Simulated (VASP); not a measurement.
K, 1 atom in the cell. Symmetry: R-3m, No. 166, trigonal system. The conventional cell has a = 5.736 Å, b = 5.736 Å, c = 8.431 Å, α = 90.00°, β = 90.00°, γ = 120.00°. K (site symmetry -3m) has 6 K at 4.34 Å within 5.7 Å.  This cell differs from its parent crystal: ratio of the length along [111] to the lengths across it x 1.2, volume and fractional coordinates fixed.

```yaml
Program: VASP 6.6.1
Task: single point
Functional: PBEsol
Potentials_or_basis: VASP PAW PBE potentials, release 64 (K_sv)
Cutoff: 520 eV
k_mesh: 12 × 12 × 12
Occupations: gaussian, width 0.15 eV
Spin: no spin polarisation
Dipole_correction: no
Further_INCAR_settings: ALGO = Fast; EDIFF = 1e-06; NBANDS = 10
```

Potentials or basis: VASP PAW PBE potentials, release 64 (K_sv).

Launch:

```bash
$ cat potpaw_PBE.64/K_sv/POTCAR > POTCAR
$ mpirun -np 1 vasp_std > vasp.out
```

Hardware: 1 thread of Intel(R) Xeon(R) Platinum 8488C (Sapphire Rapids), on a shared host.

Question: How long does it take, and how much memory?

Answer: Wall time 54 s on 1 thread of Intel(R) Xeon(R) Platinum 8488C (Sapphire Rapids), on a shared host, peak memory 0.26 GiB. Counts: scf iterations 12, k points 189.
